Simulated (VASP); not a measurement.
# LiSe4 (Cmmm) in VASP: a series of runs, part 2 of 2

VASP 6.6.1.

**3. Single point, PBE**

This run uses another cell than the first one, of 32.98 Å³/atom, 1.073 times its volume.

INCAR

```
ALGO = Normal ; EDIFF = 1E-6
ENCUT = 520 ; GGA = PE
ISIF = 2 ; ISMEAR = 0
LASPH = True ; LCHARG = False
LREAL = False ; LWAVE = False
NBANDS = 22 ; NELM = 80
PREC = Accurate ; SIGMA = 0.1
```

KPOINTS

```
k-points
0
Gamma
  4 4 4
```

POSCAR

```
LiSe4
1.0
    4.4761349600     -4.4761349600      0.0000000000
    4.4761349600      4.4761349600      0.0000000000
    0.0000000000      0.0000000000      4.1146370000
Li Se
1 4
Direct
    0.0000000000      0.0000000000      0.0000000000
    0.6950000000      0.3050000000      0.0000000000
    0.3050000000      0.6950000000      0.0000000000
    0.8050000000      0.8050000000      0.5000000000
    0.1950000000      0.1950000000      0.5000000000
```

Potentials or basis: VASP PAW PBE potentials, release 64 (Li_sv, Se).

Command:

```bash
$ cat potpaw_PBE.64/Li_sv/POTCAR potpaw_PBE.64/Se/POTCAR > POTCAR
$ mpirun -np 1 vasp_std > vasp.out
```

OUTCAR:

```text
EDIFF = 1E-6
   ENCUT = 520
   GGA = PE
   ISIF = 2
   ISMEAR = 0
   LASPH = True
   LREAL = False
   NELM = 80
   PREC = Accurate

 ion  position               nearest neighbor table
   1  0.000  0.000  0.000-   4 2.70   5 2.70   4 2.70   5 2.70
   2  0.695  0.305  0.000-
   3  0.305  0.695  0.000-
   4  0.805  0.805  0.500-   1 2.70   1 2.70
   5  0.195  0.195  0.500-   1 2.70   1 2.70

  LATTYP: Found a simple tetragonal cell.
 ALAT       =     6.3302107674
 C/A-ratio  =     0.6500000002

  Lattice vectors:

 A1 = (   4.4761349600,  -4.4761349600,   0.0000000000)
 A2 = (   4.4761349600,   4.4761349600,   0.0000000000)
 A3 = (   0.0000000000,   0.0000000000,   4.1146370000)

Analysis of symmetry for initial positions (statically):
=====================================================================
 Subroutine PRICEL returns:
 Original cell was already a primitive cell.

 Routine SETGRP: Setting up the symmetry group for a
 simple tetragonal supercell.

 Subroutine GETGRP returns: Found  8 space group operations
 (whereof  8 operations were pure point group operations)
 out of a pool of 16 trial point group operations.

The static configuration has the point symmetry D_2h.

Analysis of symmetry for dynamics (positions and initial velocities):
=====================================================================
 Subroutine PRICEL returns:
 Original cell was already a primitive cell.

 Routine SETGRP: Setting up the symmetry group for a
 simple tetragonal supercell.

 Subroutine GETGRP returns: Found  8 space group operations
 (whereof  8 operations were pure point group operations)
 out of a pool of 16 trial point group operations.

The dynamic configuration has the point symmetry D_2h.

 Subroutine INISYM returns: Found  8 space group operations
 (whereof  8 operations are pure point group operations),
 and found     1 'primitive' translations

----------------------------------------------------------------------------------------

                                     Primitive cell

  volume of cell :     164.8800

  direct lattice vectors                    reciprocal lattice vectors
     4.476134960 -4.476134960  0.000000000     0.111703513 -0.111703513  0.000000000
     4.476134960  4.476134960  0.000000000     0.111703513  0.111703513  0.000000000
     0.000000000  0.000000000  4.114637000     0.000000000  0.000000000  0.243034805

  length of vectors
     6.330210767  6.330210767  4.114637000     0.157972623  0.157972623  0.243034805

  position of ions in fractional coordinates (direct lattice)
     0.000000000  0.000000000  0.000000000
     0.695000000  0.305000000  0.000000000
     0.305000000  0.695000000  0.000000000
     0.805000000  0.805000000  0.500000000
     0.195000000  0.195000000  0.500000000

  ion indices of the primitive-cell ions
   primitive index   ion index
                 1           1
                 2           2
                 3           3
                 4           4
                 5           5

----------------------------------------------------------------------------------------

 KPOINTS: k-points

Automatic generation of k-mesh.
 Grid dimensions read from file:
 generate k-points for:    4    4    4

 Generating k-lattice:

  Cartesian coordinates                     Fractional coordinates (reciprocal lattice)
     0.027925878 -0.027925878  0.000000000     0.250000000  0.000000000  0.000000000
     0.027925878  0.027925878  0.000000000     0.000000000  0.250000000  0.000000000
     0.000000000  0.000000000  0.060758701     0.000000000  0.000000000  0.250000000

  Length of vectors
     0.039493156  0.039493156  0.060758701

  Shift w.r.t. Gamma in fractional coordinates (k-lattice)
     0.000000000  0.000000000  0.000000000

 Subroutine IBZKPT returns following result:
 ===========================================

 Found     21 irreducible k-points:

 Following reciprocal coordinates:
            Coordinates               Weight
  0.000000  0.000000  0.000000      1.000000
  0.250000  0.000000  0.000000      4.000000
  0.500000  0.000000  0.000000      2.000000
  0.250000  0.250000  0.000000      2.000000
 -0.250000  0.250000  0.000000      2.000000
  0.500000  0.250000  0.000000      4.000000
[... 13 lines left out ...]
  0.500000  0.250000  0.500000      4.000000
  0.500000  0.500000  0.500000      1.000000
   k-points           NKPTS =     21   k-points in BZ     NKDIM =     21   number of bands    NBANDS=     22
   number of dos      NEDOS =    301   number of ions     NIONS =      5
   total plane-waves  NPLWV =  73728
   dimension x,y,z NGX =    48 NGY =   48 NGZ =   32
   dimension x,y,z NGXF=    96 NGYF=   96 NGZF=   64
   ions per type =               1   4
   NGX,Y,Z   is equivalent  to a cutoff of  12.61, 12.61, 12.93 a.u.
   NGXF,Y,Z  is equivalent  to a cutoff of  25.21, 25.21, 25.86 a.u.
 SYSTEM =  unknown system
   PREC   = accura    normal or accurate (medium, high low for compatibility)
   ISTART =      0    job   : 0-new  1-cont  2-samecut
   ICHARG =      2    charge: 1-file 2-atom 10-const
   ISPIN  =      1    spin polarized calculation?
   LNONCOLLINEAR =      F non collinear calculations
   LSORBIT =      F    spin-orbit coupling
   LASPH  =      T    aspherical Exc in radial PAW
   ENCUT  =  520.0 eV  38.22 Ry    6.18 a.u.  11.77 11.77  7.65*2*pi/ulx,y,z
   NELM   =     80;   NELMIN=  2; NELMDL= -5     # of ELM steps
   EDIFF  = 0.1E-05   stopping-criterion for ELM
   LREAL  =      F    real-space projection
   EDIFFG = 0.1E-04   stopping-criterion for IOM
   NSW    =      0    number of steps for IOM
   IBRION =     -1    ionic relax: 0-MD 1-quasi-New 2-CG
   NFREE  =      0    steps in history (QN), initial steepest desc. (CG)
   ISIF   =      2    stress and relaxation
   ISYM   =      2    0-nonsym 1-usesym 2-fastsym
   POTIM  = 0.5000    time-step for ionic-motion
   TEBEG  =    0.0;   TEEND  =   0.0 temperature during run
   PSTRESS=    0.0 pullay stress
   NELECT =      27.0000    total number of electrons
   NUPDOWN=      -1.0000    fix difference up-down
   EMIN   =  10.00;   EMAX   =-10.00  energy-range for DOS
   EFERMI =   0.00;   METHOD = LEGACY
   ISMEAR =     0;   SIGMA  =   0.10  broadening in eV -4-tet -1-fermi 0-gaus
   EFERMI_NEDOS =   21; number of points for ismear=-14 and -15
   IALGO  =     38    algorithm
   IMIX   =      4    mixing-type and parameters
     AMIX     =   0.40;   BMIX     =  1.00
     AMIX_MAG =   1.60;   BMIX_MAG =  1.00
  volume/ion in A,a.u.               =      32.98       222.53
  Fermi-wavevector in a.u.,A,eV,Ry     =   0.895654  1.692540 10.914533  0.802196
  Thomas-Fermi vector in A             =   2.018013
   LORBIT       =      0    0 simple, 1 ext, 2 COOP (PROOUT), +10 PAW based schemes
   GGA     = PE    functional components
   LHFCALC =     F    Hartree Fock is set to
   AEXX    =    0.0000 exact exchange contribution
   IVDW    =     0    specifies the selected vdW correction
   LEPSILON=     F    determine dielectric tensor
   LRPA    =     F    only Hartree local field effects (RPA)
 non-spin polarized calculation
 Gauss-broadening in eV      SIGMA  =   0.10
  energy-cutoff  :      520.00
  volume of cell :      164.88
 maximum number of plane-waves:      4480
   NGX = 23   NGY = 23   NGZ = 15

 number of electron      26.9999995 magnetization

 Free energy of the ion-electron system (eV)
  ---------------------------------------------------
  ext. energy  EPLUGINS =         0.00000000
  ---------------------------------------------------
  free energy    TOTEN  =       -11.79603995 eV

  energy without entropy =      -11.76235787  energy(sigma->0) =      -11.77919891

 E-fermi :  -0.4030     XC(G=0):  -7.7913

 val. band max:       -0.4041010407   @ k =   0.0000   0.0000   0.5000
 cond. band min:      -0.3810091871   @ k =   0.0000   0.0000   0.0000
 fundamental gap:      0.0230918537
 Fermi energy:        -0.4029913182

 k-point     1 :       0.0000    0.0000    0.0000
  band No.  band energies     occupation
      1     -45.1997      2.00000
      2     -12.6086      2.00000
      3     -11.8288      2.00000
      4     -11.8028      2.00000
      5     -11.6265      2.00000
      6      -3.2851      2.00000
[... 499 lines left out ...]
      6      -3.2151      2.00000
[... 14 lines left out ...]
     21       6.5874      0.00000
     22       7.4806      0.00000

------------------------ aborting loop because EDIFF is reached ----------------------------------------

  FORCE on cell =-STRESS in cart. coord.  units (eV):
  Direction    XX          YY          ZZ          XY          YZ          ZX
  --------------------------------------------------------------------------------------
  -------------------------------------------------------------------------------------
  Total       -8.1544303     -7.4477797     -5.7885121      0.0000000      0.0000000      0.0000000
  in kB      -79.2385167    -72.3718267    -56.2483335      0.0000000      0.0000000      0.0000000
  external PRESSURE =     -69.2862257 kB  Pullay stress =       0.0000000 kB

 VOLUME and BASIS-vectors are now :
 -----------------------------------------------------------------------------
  energy-cutoff  :      520.00
  volume of cell :      164.88
      direct lattice vectors                 reciprocal lattice vectors
     4.476134960 -4.476134960  0.000000000     0.111703513 -0.111703513  0.000000000
     4.476134960  4.476134960  0.000000000     0.111703513  0.111703513  0.000000000
     0.000000000  0.000000000  4.114637000     0.000000000  0.000000000  0.243034805

 POSITION                                       TOTAL-FORCE (eV/Angst)
 -----------------------------------------------------------------------------------
      0.00000      0.00000      0.00000         0.000000     -0.000000      0.000000
      4.47613     -1.74569      0.00000         0.000000      0.445398      0.000000
      4.47613      1.74569      0.00000         0.000000     -0.445398      0.000000
      7.20658      0.00000      2.05732         0.448658     -0.000000      0.000000
      1.74569      0.00000      2.05732        -0.448658     -0.000000      0.000000
 -----------------------------------------------------------------------------------
    total drift:                               -0.000000     -0.000000     -0.000000

  FREE ENERGIE OF THE ION-ELECTRON SYSTEM (eV)
  ---------------------------------------------------
  free  energy   TOTEN  =       -11.7960399481 eV

  energy  without entropy=      -11.7623578714  energy(sigma->0) =      -11.77919891
```

Wall time 46 s (1 thread of Intel Xeon Platinum 8488C (Sapphire Rapids), shared host); peak memory 0.26 GiB.

Results:

| Property | Result |
| --- | --- |
| Free energy | -11.7960 eV |
| Largest force | 0.449 eV/Å |

Forces in eV/Å, atoms in the order of the input:
```
Li   0.000  0.000  0.000
Se   0.000  0.445  0.000
Se   0.000 -0.445  0.000
Se   0.449  0.000  0.000
Se  -0.449  0.000  0.000
```

Caveat: the k points lie up to 0.38 Å⁻¹ apart; the cutoff is under 1.25 times the usual one of these potentials, so pressure, stress and relaxed cells hold a basis-set (Pulay) error.
